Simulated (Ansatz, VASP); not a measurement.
# CaGaC4N4 in VASP and in Ansatz

```
Ca Ga C N
1.0
     7.44018    0.00000    0.00000
     0.00000    7.44018    0.00000
     0.00000    0.00000    4.10167
Ca Ga C N
1 1 4 4
Direct
  0.00000 0.00000 0.00000
  0.50000 0.50000 0.00000
  0.20015 0.79985 0.00000
  0.79985 0.20015 0.00000
  0.20015 0.20015 0.00000
  0.79985 0.79985 0.00000
  0.31135 0.68865 0.00000
  0.68865 0.31135 0.00000
  0.31135 0.31135 0.00000
  0.68865 0.68865 0.00000
```

Alike in both runs: task relaxation of cell and atoms; functional PBE; k mesh 4 × 4 × 4; occupations gaussian, width 0.1 eV; no spin polarisation.

|  | VASP | Ansatz |
| --- | --- | --- |
| version | VASP 6.6.1 | Ansatz 0.2.0 |
| potentials or method | VASP PAW PBE potentials, release 64 (Ca_sv, Ga_d, C, N), cutoff 600 eV | scalar-relativistic, plane waves, PAW |
| valence electrons in the cell | 59 | 59 |

|  | VASP | Ansatz | Ansatz less VASP |
| --- | --- | --- | --- |
| gap on the k mesh at the Fermi level, each at its own relaxed structure (eV) | none | none | - |
| relaxed volume (Å³/atom) | 25.32 | 24.58 | -0.742 |
| relaxed length of the cell vector where the two differ most in proportion (Å) | 4.013 | 3.899 | -0.1149 |

A gap of «none» marks a metal or a gap that the smearing closes.

The k mesh is coarse, so the values compare programs but aren't converged. Noted on VASP's run: the standard files for N, O and F lose accuracy on very short bonds.
